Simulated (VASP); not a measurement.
A run of VASP 6.6.1 is set up as follows.

File INCAR:

```
SYSTEM = Mg
ALGO     = Normal         ! electronic algorithm
EDIFF    = 1E-7           ! SCF threshold, eV
ENCUT    = 520            ! plane-wave cutoff, eV
GGA      = PE             ! functional
ISIF     = 2              ! what is computed and relaxed
ISMEAR   = 0              ! smearing method
LASPH    = .True.         ! aspherical terms in the spheres
LCHARG   = .True.         ! write CHGCAR
LELF     = .True.         ! ELF
LREAL    = Auto         
LVHAR    = .True.       
LWAVE    = .False.        ! write WAVECAR
NBANDS   = 31             ! bands
NELM     = 60             ! most SCF steps
PREC     = Accurate       ! precision mode
SIGMA    = 0.15           ! smearing width, eV
```

The input KPOINTS:

```
k-points
0
Gamma
  3 3 1
  0 0 0
```

File POSCAR:

```
Mg
1.0
    6.4200000000      0.0000000000      0.0000000000
    3.2100000000      5.5598830000      0.0000000000
    0.0000000000      0.0000000000     19.8195600000
Mg
17
Direct
   -0.1666666367      0.3333332734      0.0504552069
    0.3333333633      0.3333332734      0.0504552069
   -0.1666666817      0.8333333633      0.0504552069
    0.3333333183      0.8333333633      0.0504552069
   -0.0015324599     -0.0015674790      0.1856158764
    0.4986099213     -0.0005678177      0.1850117258
   -0.0015987704      0.5006193476      0.1856513969
    0.4967844975      0.5004238399      0.1853754069
   -0.1721360661      0.3341453408      0.3122061741
    0.3311197787      0.3322246170      0.3140637835
   -0.1698081489      0.8329885719      0.3140294739
    0.3311486682      0.8329740032      0.3140720077
   -0.0053049502      0.0041500873      0.4463149031
    0.5006712219     -0.0028234407      0.4517520066
   -0.0053064914      0.4959201480      0.4461267556
    0.4922118761      0.5013463413      0.4518540270
    1.0130224250      0.7393704148      0.5829207107
```

Potentials or basis: VASP PAW PBE potentials, release 64 (Mg).

Launch:

```bash
$ cat potpaw_PBE.64/Mg/POTCAR > POTCAR
$ mpirun -np 1 vasp_std > vasp.out
```

Question: Predict the largest force.

Answer: 0.035 eV/Å.

Question: What does it give for the band gap on the k mesh?

Answer: Zero (band 17 reaches 0.14 eV, above the bottom of band 18 at -0.43 eV).

Forces on the atoms (eV/Å):
```
Mg  -0.008  0.003 -0.010
Mg   0.000  0.022  0.005
Mg   0.017 -0.014  0.028
Mg  -0.021 -0.016  0.005
Mg  -0.001  0.000  0.000
Mg   0.002  0.001  0.001
Mg   0.001  0.001 -0.001
Mg   0.000 -0.001 -0.001
Mg   0.002 -0.001  0.001
Mg   0.000 -0.001 -0.001
Mg   0.001  0.002 -0.001
Mg   0.000  0.002  0.000
Mg   0.000  0.000 -0.004
Mg  -0.002  0.001 -0.008
Mg   0.002  0.002 -0.003
Mg   0.002  0.000 -0.008
Mg   0.007 -0.002 -0.003
```

Caveat: the k points lie up to 0.38 Å⁻¹ apart.
